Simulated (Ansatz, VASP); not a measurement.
KF in VASP and in Ansatz

The input INCAR:

```
  ALGO = Normal
  EDIFF = 1E-7
  ENCUT = 520
  GGA = RP
  ISIF = 2
  ISMEAR = 0
  LASPH = T
  LCHARG = F
  LREAL = F
  LWAVE = F
  NBANDS = 15
  NELM = 80
  PREC = Accurate
  SIGMA = 0.01
```

KPOINTS

```
k-points
0
Gamma
  6 6 6
```

Contents of POSCAR:

```
KF
1.0
    0.0000000000      2.6718500000      2.6718500000
    2.6718500000      0.0000000000      2.6718500000
    2.6718500000      2.6718500000      0.0000000000
K F
1 1
Direct
    0.0000000000      0.0000000000      0.0000000000
    0.5000000000      0.5000000000      0.5000000000
```

Input for Ansatz:

```yaml
crystal:
  lattice:
    - [0.0, 2.67185, 2.67185]
    - [2.67185, 0.0, 2.67185]
    - [2.67185, 2.67185, 0.0]
  atoms:
    - { symbol: K, position: [0.0, 0.0, 0.0] }
    - { symbol: F, position: [0.5, 0.5, 0.5] }
basis:
  ecutwfc: 420.0
kpoints:
  mp_grid:
    grid: [6, 6, 6]
    shift: [0.0, 0.0, 0.0]
hamiltonian:
  xc: rpbe
scf:
  max_iter: 100
  occupations:
    method: fixed
output:
  stress: true
  eigenvalues: true
```

Alike in both runs: task single point; functional RPBE; k mesh 6 × 6 × 6; no spin polarisation.

```csv
,VASP,Ansatz
version,VASP 6.6.1,Ansatz 0.2.0
potentials or method,"VASP PAW PBE potentials, release 64 (K_sv, F), cutoff 520 eV","plane waves, PAW"
occupations,"gaussian, width 0.01 eV",fixed
valence electrons in the cell,16,16
```

```csv
,VASP,Ansatz,Ansatz less VASP
gap on the k mesh at the Fermi level (eV),6.50,6.51,+0.012
pressure (GPa),4.1,4.1,-0.04
```

VASP's potentials were made for PBE, not for RPBE.
